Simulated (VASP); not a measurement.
# SnS2 (P-3m1) in VASP: notebook, part 2 of 2

VASP 6.6.1. The steps go on from the part before.

### 3 Relaxation of cell and atoms, PBE

This run uses another cell than the first one, of 22.43 Å³/atom.

INCAR

```
PREC = Accurate ; ENCUT = 500
EDIFF = 1E-7 ; ISMEAR = 0
SIGMA = 0.01 ; LREAL = F
LASPH = T ; NELM = 120
ALGO = Normal ; ISIF = 3
LWAVE = F ; LCHARG = F
GGA = PE ; IBRION = 2
NSW = 80 ; EDIFFG = -0.01
GGA_COMPAT = F ; NELMIN = 4
```

KPOINTS

```
regular mesh
0
Gamma
  6 6 4
```

POSCAR

```
SnS2
1.0
    3.6390000000      0.0000000000      0.0000000000
   -1.8195000000      3.1514660000      0.0000000000
    0.0000000000      0.0000000000      5.8680000000
Sn S
1 2
Direct
    0.0000000000      0.0000000000      0.0000000000
    0.3333333333      0.6666666667      0.2500000000
    0.6666666667      0.3333333333      0.7500000000
```

Potentials or basis: VASP PAW PBE potentials, release 64 (Sn_d, S).

Started as:

```sh
> cat potpaw_PBE.64/Sn_d/POTCAR potpaw_PBE.64/S/POTCAR > POTCAR
> mpirun -np 1 vasp_std > vasp.out
```

OUTCAR:

```text
PREC = Accurate
   ENCUT = 500
   EDIFF = 1E-7
   ISMEAR = 0
   LREAL = F
   LASPH = T
   NELM = 120
   ISIF = 3
   GGA = PE
   IBRION = 2
   NSW = 80
   EDIFFG = -0.01
   NELMIN = 4

 ion  position               nearest neighbor table
   1  0.000  0.000  0.000-   2 2.56   3 2.56   3 2.56   2 2.56   3 2.56   2 2.56
   2  0.333  0.667  0.250-   1 2.56   1 2.56   1 2.56
   3  0.667  0.333  0.750-   1 2.56   1 2.56   1 2.56

  LATTYP: Found a hexagonal cell.
 ALAT       =     3.6390000000
 C/A-ratio  =     1.6125309151

  Lattice vectors:

 A1 = (   3.6390000000,   0.0000000000,   0.0000000000)
 A2 = (  -1.8195000000,   3.1514660000,   0.0000000000)
 A3 = (   0.0000000000,   0.0000000000,   5.8680000000)

Analysis of symmetry for initial positions (statically):
=====================================================================
 Subroutine PRICEL returns:
 Original cell was already a primitive cell.

 Routine SETGRP: Setting up the symmetry group for a
 hexagonal supercell.

 Subroutine GETGRP returns: Found 12 space group operations
 (whereof 12 operations were pure point group operations)
 out of a pool of 24 trial point group operations.

The static configuration has the point symmetry D_3d.

Analysis of symmetry for dynamics (positions and initial velocities):
=====================================================================
 Subroutine PRICEL returns:
 Original cell was already a primitive cell.

 Routine SETGRP: Setting up the symmetry group for a
 hexagonal supercell.

 Subroutine GETGRP returns: Found 12 space group operations
 (whereof 12 operations were pure point group operations)
 out of a pool of 24 trial point group operations.

The dynamic configuration has the point symmetry D_3d.

 Subroutine INISYM returns: Found 12 space group operations
 (whereof 12 operations are pure point group operations),
 and found     1 'primitive' translations

----------------------------------------------------------------------------------------
[... 133 lines left out ...]

--------------------------------------- Ionic step        1  -------------------------------------------

 number of electron      26.0000007 magnetization

 Free energy of the ion-electron system (eV)
  ---------------------------------------------------
  ext. energy  EPLUGINS =         0.00000000
  ---------------------------------------------------
  free energy    TOTEN  =       -13.13336019 eV

  energy without entropy =      -13.13336019  energy(sigma->0) =      -13.13336019

------------------------ aborting loop because EDIFF is reached ----------------------------------------

  FORCE on cell =-STRESS in cart. coord.  units (eV):
  Direction    XX          YY          ZZ          XY          YZ          ZX
  --------------------------------------------------------------------------------------
  -------------------------------------------------------------------------------------
  Total        1.8168509      1.8168504      1.6318200     -0.0000000      0.0000000      0.0000000
  in kB       43.2558728     43.2558606     38.8506295     -0.0000000      0.0000000      0.0000000
  external PRESSURE =      41.7874543 kB  Pullay stress =       0.0000000 kB
[... 92 lines left out ...]
  FREE ENERGIE OF THE ION-ELECTRON SYSTEM (eV)
  ---------------------------------------------------
  free  energy   TOTEN  =       -13.1741835243 eV

  energy  without entropy=      -13.1741835243  energy(sigma->0) =      -13.17418352

 E-fermi :   3.3316     XC(G=0):  -8.8924

 val. band max:        3.2182142742   @ k =   0.1667  -0.0000   0.0000
 cond. band min:       4.7587389665   @ k =   0.5000   0.0000   0.5000
 fundamental gap:      1.5405246923
 Fermi energy:         3.3316497748

 k-point     1 :       0.0000    0.0000    0.0000
  band No.  band energies     occupation
      1     -17.5448      2.00000
      2     -17.5448      2.00000
      3     -17.5078      2.00000
      4     -17.4827      2.00000
      5     -17.4827      2.00000
      6     -10.1597      2.00000
[... 457 lines left out ...]
      4     -17.4813      2.00000
      5     -17.4611      2.00000
      6      -7.8471      2.00000
[... 9 lines left out ...]
     16       8.9586      0.00000
     17      10.5644      0.00000

[... ionic steps 4 to 25 ...]

--------------------------------------- Ionic step       26  -------------------------------------------

 number of electron      26.0000003 magnetization

------------------------ aborting loop because EDIFF is reached ----------------------------------------
[... 69 lines left out ...]
--------------------------------------- Ionic step       28  -------------------------------------------

 number of electron      26.0000006 magnetization

 Free energy of the ion-electron system (eV)
  ---------------------------------------------------
  ext. energy  EPLUGINS =         0.00000000
  ---------------------------------------------------
  free energy    TOTEN  =       -13.21361486 eV

  energy without entropy =      -13.21361486  energy(sigma->0) =      -13.21361486

 E-fermi :   2.8180     XC(G=0):  -8.6345

 val. band max:        2.7614751135   @ k =   0.1667  -0.0000   0.0000
 cond. band min:       4.2936455961   @ k =   0.5000   0.0000   0.5000
 fundamental gap:      1.5321704826
 Fermi energy:         2.8179540327

 k-point     1 :       0.0000    0.0000    0.0000
  band No.  band energies     occupation
      1     -17.9832      2.00000
      2     -17.9832      2.00000
      3     -17.9495      2.00000
      4     -17.9253      2.00000
      5     -17.9253      2.00000
      6     -10.5084      2.00000
[... 499 lines left out ...]
  FREE ENERGIE OF THE ION-ELECTRON SYSTEM (eV)
  ---------------------------------------------------
  free  energy   TOTEN  =       -13.2136148559 eV

  energy  without entropy=      -13.2136148559  energy(sigma->0) =      -13.21361486

 reached required accuracy - stopping structural energy minimisation
```

CONTCAR:

```text
SnS2
   1.00000000000000
     3.7015550602945981   -0.0000000000000001   -0.0000000000000000
    -1.8507775301472991    3.2056402497530816   -0.0000000000000001
     0.0000000000000000   -0.0000000000000002    6.7675560573903075
  Sn              S
     1     2
Direct
     0.0000000000000000    0.0000000000000000    0.0000000000000000
     0.3333333332999970    0.6666666667000030    0.2183584368764254
     0.6666666667000030    0.3333333332999970    0.7816415631235745

  0.00000000E+00  0.00000000E+00  0.00000000E+00
  0.00000000E+00  0.00000000E+00  0.00000000E+00
  0.00000000E+00  0.00000000E+00  0.00000000E+00
```

It took 16 min on 1 thread of Intel Xeon 8259CL, shared host; peak memory 0.21 GiB.

Results:

```
Free energy                           : -13.2136 eV
Relaxed volume                        : 26.77 Å³/atom
Relaxed cell                          : a = 3.702 Å, b = 3.702 Å, c = 6.768 Å, α = 90.00°, β = 90.00°, γ = 120.00°
Space group after relaxing (to 0.1 Å) : P-3m1 (No. 164)
Energy gained by relaxing             : 26.8 meV/atom
Ionic steps                           : 28
Pressure after relaxing               : 0.0 GPa
Largest force after relaxing          : 0.007 eV/Å
Band gap on the k mesh                : 1.53 eV (least direct gap 1.81 eV)
```

Forces in eV/Å, atoms in the order of the input:
```
Sn   0.000  0.000  0.000
S    0.000  0.000 -0.007
S    0.000  0.000  0.007
```

The path:
| step | energy change (eV) | largest force (eV/Å) | pressure (GPa) | volume (Å³) |
| --- | --- | --- | --- | --- |
| 1 | 0.0000 | 0.2363 | 4.18 | 67.30 |
| 2 | -0.0156 | 0.5851 | -2.53 | 73.16 |
| 3 | -0.0408 | 0.2481 | 0.14 | 70.46 |
| 4 | -0.0456 | 0.1821 | 0.11 | 70.88 |
| 5 | -0.0503 | 0.0324 | 0.05 | 71.86 |
| 6 | -0.0547 | 0.0269 | 0.08 | 72.26 |
| 7 | -0.0651 | 0.0078 | 0.19 | 73.47 |
| 8 | -0.0751 | 0.0445 | 0.63 | 75.82 |
| 9 | -0.0758 | 0.0662 | 0.85 | 76.75 |
| 10 | -0.0787 | 0.0720 | -0.05 | 78.39 |
| 11 | -0.0787 | 0.0690 | -0.03 | 78.36 |
| 12 | -0.0792 | 0.0502 | -0.06 | 78.56 |
| 13 | -0.0795 | 0.0184 | -0.09 | 78.91 |
| 14 | -0.0796 | 0.0075 | 0.07 | 78.81 |
| 15 | -0.0796 | 0.0048 | 0.05 | 78.82 |
| 16 | -0.0796 | 0.0012 | 0.05 | 78.86 |
| 17 | -0.0797 | 0.0152 | 0.06 | 78.95 |
| 18 | -0.0797 | 0.0229 | 0.01 | 79.08 |
| 19 | -0.0798 | 0.0387 | -0.10 | 79.35 |
| 20 | -0.0798 | 0.0374 | -0.10 | 79.39 |
| 21 | -0.0799 | 0.0337 | -0.11 | 79.48 |
| 22 | -0.0800 | 0.0261 | -0.10 | 79.68 |
| 23 | -0.0801 | 0.0106 | -0.10 | 80.07 |
| 24 | -0.0801 | 0.0030 | -0.10 | 80.26 |
| 25 | -0.0802 | 0.0099 | 0.00 | 80.23 |
| 26 | -0.0802 | 0.0149 | 0.04 | 80.21 |
| 27 | -0.0802 | 0.0051 | 0.03 | 80.25 |
| 28 | -0.0803 | 0.0069 | 0.01 | 80.30 |

Final structure:
```cif
data_structure
_symmetry_space_group_name_H-M 'P 1'
_symmetry_Int_Tables_number 1
_cell_length_a 3.7016
_cell_length_b 3.7016
_cell_length_c 6.7676
_cell_angle_alpha 90.000
_cell_angle_beta 90.000
_cell_angle_gamma 120.000
_cell_volume 80.30
loop_
_atom_site_label
_atom_site_type_symbol
_atom_site_fract_x
_atom_site_fract_y
_atom_site_fract_z
_atom_site_occupancy
Sn1 Sn 0.00000 0.00000 0.00000 1
S1 S 0.33333 0.66667 0.21836 1
S2 S 0.66667 0.33333 0.78164 1
```

Caveat: the volume moved by over 15 % at a fixed basis, so the end points are rough; spin-orbit coupling is left out, which moves the levels of the heavy elements; this functional lacks dispersion, which binds the layers, so the pressure and a relaxed spacing across them are unreliable. A k mesh can miss the band edges.
